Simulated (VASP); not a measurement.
**IrRh2: single point with PBE**

Crystal: IrRh2.

```
Ir Rh
1.0
     2.73187    0.00000    0.00000
    -1.36594    2.36587    0.00000
     0.00000    0.00000   26.44705
Ir Rh
4 8
Cartesian
  0.0000 1.5772 3.3059
  0.0000 1.5772 16.5294
  1.3659 0.7886 9.9176
  1.3659 0.7886 23.1412
  0.0000 1.5772 12.1123
  0.0000 1.5772 25.3358
  0.0000 1.5772 7.7230
  0.0000 1.5772 20.9465
  1.3659 0.7886 1.1112
  1.3659 0.7886 14.3348
  1.3659 0.7886 5.5005
  1.3659 0.7886 18.7240
```

| Quantity | Value |
| --- | --- |
| Program | VASP 6.6.1 |
| Task | single point |
| Functional | PBE |
| Potentials or basis | VASP PAW PBE potentials, release 64 (Ir, Rh_pv) |
| Cutoff | 500 eV |
| k mesh | 12 × 12 × 1 |
| Occupations | gaussian, width 0.2 eV |
| Spin | no spin polarisation |

| Property | Result |
| --- | --- |
| Pressure | 0.5 GPa |
| Largest force | 0.011 eV/Å |
| Band gap on the k mesh | zero (bands 78 and 79 overlap by 1.75 eV) |

Forces in eV/Å, atoms in the order of the input:
```
Ir   0.000  0.000  0.000
Ir   0.000  0.000  0.000
Ir   0.000  0.000  0.000
Ir   0.000  0.000  0.000
Rh   0.000  0.000  0.011
Rh   0.000  0.000  0.011
Rh   0.000  0.000 -0.011
Rh   0.000  0.000 -0.011
Rh   0.000  0.000 -0.011
Rh   0.000  0.000 -0.011
Rh   0.000  0.000  0.011
Rh   0.000  0.000  0.011
```

Stress tensor (GPa, compression positive):
```
0.04 0.00 0.00
0.00 0.04 0.00
0.00 0.00 1.28
```

Levels at points of the mesh, in eV from the Fermi level:
| k point | band 72 | band 73 | band 74 | band 75 | band 76 | band 77 | band 78 | band 79 | band 80 | band 81 |
| --- | --- | --- | --- | --- | --- | --- | --- | --- | --- | --- |
| (0.00, 0.00, 0.00) | -1.67 | -1.67 | -1.67 | -1.67 | -1.06 | -1.06 | -1.04 | -1.04 | -0.68 | -0.68 |
| (0.50, 0.00, 0.00) | 0.50 | 0.50 | 0.52 | 0.53 | 0.53 | 0.54 | 0.58 | 0.60 | 0.74 | 1.14 |

Run time: 7.9 min on 4 MPI ranks on AMD EPYC 9R45 (Zen 5) (shared host), peak memory 0.6 GiB a rank.

Caveat: spin-orbit coupling is left out, which moves the levels of the heavy elements.
